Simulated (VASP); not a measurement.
Input of a VASP 6.6.1 run:

The input POSCAR:

```
AlNi2
1.0
    3.9740030242      0.0000000000      0.0000000000
   -1.9870015121      3.4415875737      0.0000000000
    0.0000000000      0.0000000000      4.9042588200
Al Ni
2 4
Direct
    0.3333333333      0.6666666667      0.1898740600
    0.6666666667      0.3333333333      0.8101259400
    0.3333333333      0.6666666667      0.6851100400
    0.6666666667      0.3333333333      0.3148899600
    0.0000000000      0.0000000000      0.5000000000
    0.0000000000      0.0000000000      0.0000000000
```

INCAR.step1

```
SYSTEM = AlNi2
  PREC = Accurate
  ENCUT = 520
  ISMEAR = 0
  SIGMA = 0.1
  LREAL = .False.
  LASPH = .True.
  NELM = 60
  NBANDS = 32
  GGA = PE
  ALGO = Normal
  EDIFF = 1E-4
  LWAVE = .True.
  LCHARG = .False.
```

The input INCAR.step2:

```
SYSTEM = AlNi2
  PREC = Accurate
  ENCUT = 520
  EDIFF = 1E-6
  ISMEAR = 0
  SIGMA = 0.1
  LREAL = .False.
  LASPH = .True.
  NELM = 60
  ALGO = Normal
  ISIF = 2
  LWAVE = .False.
  LCHARG = .False.
  METAGGA = R2SCAN
  LMIXTAU = .True.
  NBANDS = 32
  ISTART = 1
```

KPOINTS

```
Automatic mesh
0
Gamma
  6 6 4
  0 0 0
```

Potentials or basis: VASP PAW PBE potentials, release 64 (Al, Ni).

The run is started by

```sh
$ cat potpaw_PBE.64/Al/POTCAR potpaw_PBE.64/Ni/POTCAR > POTCAR
$ cp INCAR.step1 INCAR
$ mpirun -np 1 vasp_std > vasp.out
$ cp INCAR.step2 INCAR
$ mpirun -np 1 vasp_std > vasp.out
```

Q: What does it give for the pressure?

A: 0.7 GPa.

Q: Predict the band gap on the k mesh.

A: Zero (bands 23 and 24 overlap by 4.36 eV).

Q: What does it give for the largest force?

A: 0.015 eV/Å.

Forces on the atoms (eV/Å):
```
Al   0.000  0.000 -0.003
Al   0.000  0.000  0.003
Ni   0.000  0.000 -0.015
Ni   0.000  0.000  0.015
Ni   0.000  0.000  0.000
Ni   0.000  0.000  0.000
```

Caveat: the PAW data sets were made with another functional, which shifts forces and pressure a little. Spin polarisation is off, so any magnetic state and its effect on volume and gap are missing.
